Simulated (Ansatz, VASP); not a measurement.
# Two plane-wave programs on MnO2

Contents of INCAR:

```
ALGO = Normal
EDIFF = 1E-6
ENCUT = 520
GGA = PE
ISIF = 2
ISMEAR = 0
ISPIN = 2
LASPH = True
LCHARG = False
LDAU = True
LDAUJ = 0 0
LDAUL = 2 -1
LDAUPRINT = 1
LDAUTYPE = 2
LDAUU = 3.9 0
LMAXMIX = 4
LORBIT = 11
LREAL = False
LWAVE = False
MAGMOM = 4 -4 0 0 0 0
NBANDS = 38
NELM = 150
PREC = Accurate
SIGMA = 0.02
```

KPOINTS

```
k-points
0
Gamma
  12 12 6
```

POSCAR

```
MnO2
1.0
    1.4472321903     -0.8355598947      9.2885066657
   -1.4472321903     -0.8355598947      9.2885066657
    0.0000000000     -3.3422395786      9.2885066657
Mn O
2 4
Direct
    0.0000000000      0.0000000000      0.0000000000
    0.0000000000      0.0000000000      0.5000000000
    0.2643644900      0.2643644900      0.8678177550
    0.7356355100      0.7356355100      0.6321822450
    0.2643644900      0.2643644900      0.3678177550
    0.7356355100      0.7356355100      0.1321822450
```

Input for Ansatz:

```yaml
crystal:
  lattice:
    - [1.4472321903, -0.8355598947, 9.2885066657]
    - [-1.4472321903, -0.8355598947, 9.2885066657]
    - [0.0, -3.3422395786, 9.2885066657]
  atoms:
    - { symbol: Mn, position: [0.0, 0.0, 0.0], spin: 4.0 }
    - { symbol: O, position: [0.26436449, 0.26436449, 0.867817755] }
    - { symbol: O, position: [0.73563551, 0.73563551, 0.632182245] }
    - { symbol: Mn, position: [0.0, 0.0, 0.5], spin: -4.0 }
    - { symbol: O, position: [0.26436449, 0.26436449, 0.367817755] }
    - { symbol: O, position: [0.73563551, 0.73563551, 0.132182245] }
basis:
  ecutwfc: 420
kpoints:
  mp_grid: { grid: [12, 12, 6] }
hamiltonian:
  xc: pbe
  hubbard: { sites: [{ species: Mn, l: d, u_eff: 3.9 }] }
scf:
  occupations: { method: gaussian, width: 0.02 }
output:
  forces: true
  stress: true
  eigenvalues: true
  populations: true
magnetization:
  spin_polarized: true
```

Alike in both runs: task single point; functional PBE; k mesh 12 × 12 × 6; occupations gaussian, width 0.02 eV; collinear spin; Hubbard terms Mn d U = 3.9 eV.

|  | VASP | Ansatz |
| --- | --- | --- |
| version | VASP 6.6.1 | Ansatz 0.2.0 |
| potentials or method | VASP PAW PBE potentials, release 64 (Mn_pv, O), cutoff 520 eV | scalar-relativistic, plane waves, PAW |
| valence electrons in the cell | 50 | 54 |

|  | VASP | Ansatz | Ansatz less VASP |
| --- | --- | --- | --- |
| gap on the k mesh at the Fermi level (eV) | 2.04 | 2.03 | -0.004 |
| least direct gap on the mesh (eV) | 2.15 | 2.14 | -0.007 |
| pressure (GPa) | 3.5 | 2.9 | -0.60 |
| rms of the force components (eV/Å) | 0.020 | 0.023 | +0.0029 |
| net moment per atom (μB) | 0.00 | 0.00 | 0.000 |
| size of the moment on the site where the two differ most (μB) | 3.21 | 2.83 | -0.377 |

Site moments also hang on the region over which each program counts them. The programs project onto different local orbitals, so the same U acts differently, and such runs can settle in different states. VASP's potentials hold 50 valence electrons a cell and Ansatz's 54, so a difference there can come from the potentials and not from the codes.
